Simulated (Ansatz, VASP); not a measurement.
## InSe: VASP beside Ansatz

File INCAR:

```
ALGO = Normal
EDIFF = 1E-7
ENCUT = 520
GGA = PS
ISIF = 2
ISMEAR = -1
LASPH = T
LCHARG = F
LREAL = F
LWAVE = F
NBANDS = 27
NELM = 60
PREC = Accurate
SIGMA = 0.01
```

File KPOINTS:

```
k-points
0
Gamma
  7 7 7
```

The input POSCAR:

```
InSe
1.0
    1.9999996503      1.1547003365      8.3998367000
   -1.9999996503      1.1547003365      8.3998367000
    0.0000000000     -2.3094006730      8.3998367000
In Se
2 2
Direct
    0.0000000000      0.0000000000      0.0000000000
    0.1122000000      0.1122000000      0.1122000000
    0.6155000000      0.6155000000      0.6155000000
    0.8300000000      0.8300000000      0.8300000000
```

Input for Ansatz:

```yaml
crystal:
  lattice:
    - [1.9999996503, 1.1547003365, 8.3998367]
    - [-1.9999996503, 1.1547003365, 8.3998367]
    - [0.0, -2.309400673, 8.3998367]
  atoms:
    - { symbol: In, position: [0.0, 0.0, 0.0] }
    - { symbol: In, position: [0.1122, 0.1122, 0.1122] }
    - { symbol: Se, position: [0.6155, 0.6155, 0.6155] }
    - { symbol: Se, position: [0.83, 0.83, 0.83] }
kpoints:
  mp_grid: { grid: [7, 7, 7] }
  band_path:
    path:
      - [0.0, 0.0, 0.0]
      - [-0.5, -0.5, -0.5]
      - [-0.5, -0.1792647837, -0.8207352163]
      - [-0.1792647837, 0.1792647837, -0.5]
      - [0.0, 0.0, -0.5]
      - [0.0, 0.0, 0.0]
      - [0.0, 0.3396323919, -0.3396323919]
      - [-0.3396323919, 0.0, -0.6603676081]
      - [-0.5, 0.0, -0.5]
    npoints: 5
scf:
  occupations: { method: fermi_dirac, width: 0.01 }
hamiltonian:
  xc: pbesol
  pseudopotentials: { kind: all_electron, lapw: { basis_error: 0.001 } }
output:
  forces: true
  stress: true
  eigenvalues: true
```

Change from the starting cell: zz strain of +1 %.

Alike in both runs: task single point; functional PBEsol; k mesh 7 × 7 × 7; occupations fermi-dirac, width 0.01 eV; no spin polarisation.

```csv
,VASP,Ansatz
version,VASP 6.6.1,Ansatz 0.2.0
potentials or method,"VASP PAW PBE potentials, release 64 (In_d, Se), cutoff 520 eV","all-electron LAPW, scalar-relativistic"
```

VASP gave:

| Quantity | Value |
| --- | --- |
| gap on the k mesh at the Fermi level (eV) | 0.67 |
| pressure (GPa) | -0.2 |
| traceless stress, the component that is largest in VASP (GPa) | -0.78 |
| rms of the force components (eV/Å) | 0.089 |

**Question.** What did Ansatz give for the same quantities?

**Answer.** gap on the k mesh at the Fermi level (eV): 0.68; pressure (GPa): -0.2; traceless stress, the component that is largest in VASP (GPa): -0.77; rms of the force components (eV/Å): 0.084.

VASP's potentials were made for PBE, not for PBEsol. Atom by atom the forces differ by 0.011 eV/Å (rms over components). Ansatz ran all-electron here, and VASP with PAW potentials.
